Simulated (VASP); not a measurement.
Input of a VASP 6.6.1 run:

File POSCAR:

```
Fe
1.0
   -1.4332500000      1.4332500000      1.4332500000
    1.4332500000     -1.4332500000      1.4332500000
    1.4332500000      1.4332500000     -1.4332500000
Fe
1
Direct
    0.0000000000      0.0000000000      0.0000000000
```

INCAR.step1

```
  ALGO = Normal
  EDIFF = 1E-5
  EDIFFG = -0.005
  ENCUT = 660
  GGA = PE
  GGA_COMPAT = F
  IBRION = 2
  ISIF = 3
  ISMEAR = -1
  LASPH = T
  LCHARG = F
  LREAL = F
  LWAVE = T
  NELM = 120
  NELMIN = 4
  NSW = 100
  PREC = Accurate
  SIGMA = 0.1
```

The input INCAR.step2:

```
  ALGO = Normal
  EDIFF = 1E-7
  EDIFFG = -0.01
  ENCUT = 660
  GGA_COMPAT = F
  IBRION = 2
  ISIF = 3
  ISMEAR = -1
  ISTART = 1
  LASPH = T
  LCHARG = F
  LMIXTAU = T
  LREAL = F
  LWAVE = F
  METAGGA = R2SCAN
  NELM = 120
  NELMIN = 4
  NSW = 80
  PREC = Accurate
  SIGMA = 0.1
```

File KPOINTS:

```
k-points
0
Gamma
  15 15 15
```

Potentials or basis: VASP PAW PBE potentials, release 64 (Fe).

Launch:

```sh
$ cat potpaw_PBE.64/Fe/POTCAR > POTCAR
$ cp INCAR.step1 INCAR
$ mpirun -np 1 vasp_std > vasp.out
$ cp INCAR.step2 INCAR
$ mpirun -np 1 vasp_std > vasp.out
```

Q: Estimate the band gap on the k mesh.

A: Zero (band 4 reaches 7.87 eV, above the bottom of band 5 at 5.87 eV).

Q: Predict the relaxed cell.

A: a = 2.366 Å, b = 2.366 Å, c = 2.366 Å, α = 109.47°, β = 109.47°, γ = 109.47°.

Q: Predict the space group after relaxing (to 0.05 Å).

A: Im-3m (No. 229).

Q: What does it give for the relaxed volume?

A: 10.19 Å³/atom.

Final structure:
```
Fe
1.0
    -1.36587    1.36587    1.36587
     1.36587   -1.36587    1.36587
     1.36587    1.36587   -1.36587
Fe
1
Direct
  0.00000 0.00000 0.00000
```

Caveat: the PAW data sets were made with another functional, which shifts forces and pressure a little; the volume moved by -13 % from the deposited cell, more than functionals usually miss; the run has no spin polarisation, though such a crystal can be magnetic. Spin polarisation is off, so any magnetic state and its effect on volume and gap are missing.
